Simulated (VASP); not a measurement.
A run of VASP 6.6.1 is set up as follows.

Contents of INCAR:

```
  PREC = Accurate
  ENCUT = 600
  EDIFF = 1E-7
  ISMEAR = 0
  SIGMA = 0.1
  LREAL = False
  LASPH = True
  NELM = 100
  ALGO = Normal
  ISIF = 3
  LWAVE = False
  LCHARG = False
  GGA = PE
  IBRION = 2
  NSW = 90
  EDIFFG = -0.04
```

KPOINTS

```
regular mesh
0
Gamma
  4 4 4
```

Contents of POSCAR:

```
TiNb3
1.0
    3.9302728843      0.0000000000      0.0000000000
    0.0000000000      3.9302728843      0.0000000000
    0.0000000000      0.0000000000      3.9302728843
Ti Nb
1 3
Direct
    0.0000000000      0.0000000000      0.0000000000
    0.0000000000      0.5000000000      0.5000000000
    0.5000000000      0.0000000000      0.5000000000
    0.5000000000      0.5000000000      0.0000000000
```

Potentials or basis: VASP PAW PBE potentials, release 64 (Ti_sv, Nb_sv).

Run with:

```bash
$ cat potpaw_PBE.64/Ti_sv/POTCAR potpaw_PBE.64/Nb_sv/POTCAR > POTCAR
$ mpirun -np 1 vasp_std > vasp.out
```

Estimate the relaxed volume.

18.26 Å³/atom.

Predict the relaxed cell.

a = 4.180 Å, b = 4.180 Å, c = 4.180 Å, α = 90.00°, β = 90.00°, γ = 90.00°.

What does it give for the space group after relaxing (to 0.1 Å)?

Pm-3m (No. 221).

Predict the band gap on the k mesh.

zero (an odd number of electrons rules out a gap without spin polarisation).

The path:
| step | energy change (eV) | largest force (eV/Å) | pressure (GPa) | volume (Å³) |
| --- | --- | --- | --- | --- |
| 1 | 0.0000 | 0.0000 | 36.33 | 60.71 |
| 2 | 1.0013 | 0.0000 | -24.28 | 96.25 |
| 3 | -1.1812 | 0.0000 | -1.62 | 73.77 |
| 4 | -1.1855 | 0.0000 | -0.28 | 73.05 |

Caveat: the k points lie up to 0.38 Å⁻¹ apart in the final cell, too coarse for converged energies and pressures of a metal; the volume moved by over 15 % at a fixed basis, so the end points are rough.
